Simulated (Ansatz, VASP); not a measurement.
# F in VASP and in Ansatz

```
F
1.0
     9.00000    0.00000    0.00000
     0.00000    9.50000    0.00000
     0.00000    0.00000   10.00000
F
2
Cartesian
  4.5000 4.7500 4.3079
  4.5000 4.7500 5.6921
```

Alike in both runs: functional LDA; k mesh 1 × 1 × 1; occupations fermi-dirac, width 0.05 eV; no spin polarisation.

Ansatz relaxed the structure, and its values are those at the end. VASP's run is a single point on that final structure, the one shown.

|  | VASP | Ansatz |
| --- | --- | --- |
| version | VASP 6.6.1 | Ansatz 0.2.0 |
| potentials or method | VASP PAW LDA potentials, release 64 (F_h), cutoff 1010 eV | plane waves, PAW |
| valence electrons in the cell | 14 | 14 |

|  | VASP | Ansatz | Ansatz less VASP |
| --- | --- | --- | --- |
| rms of the force components (eV/Å) | 0.071 | 0.000 | -0.0708 |

LDA's correlation is that of Perdew and Zunger in VASP and of Perdew and Wang (1992) in Ansatz. Ansatz's warnings: stress scf threshold loose.
